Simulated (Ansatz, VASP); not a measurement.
Two plane-wave programs on Sn

```xyz
2
Lattice="3.3682 0.0000 0.0000 -1.6841 2.9170 0.0000 0.0000 0.0000 5.3447" Properties=species:S:1:pos:R:3 pbc="T T T"
Sn    0.0000    1.9446    1.3362
Sn    1.6841    0.9723    4.0085
```

Alike in both runs: task single point; functional PBEsol; k mesh 13 × 13 × 7; occupations gaussian, width 0.001 eV; no spin polarisation.

|  | VASP | Ansatz |
| --- | --- | --- |
| version | VASP 6.6.1 | Ansatz 0.2.0 |
| potentials or method | VASP PAW PBE potentials, release 64 (Sn_d) | PAW with Ansatz's default frozen-core files, scalar-relativistic |
| plane-wave cutoff (eV) | 520 | 420 |
| valence electrons in the cell | 28 | 28 |

|  | VASP | Ansatz | Ansatz less VASP |
| --- | --- | --- | --- |
| gap on the k mesh at the Fermi level (eV) | none | none | - |
| pressure (GPa) | -0.1 | -0.1 | +0.03 |
| traceless stress, the component that is largest in VASP (GPa) | -0.51 | -0.51 | 0.000 |

VASP's potentials were made for PBE, not for PBEsol. A gap of «none» marks a metal or a gap that the smearing closes. The functional is the same, so the differences come from potentials, cutoffs and numerics.
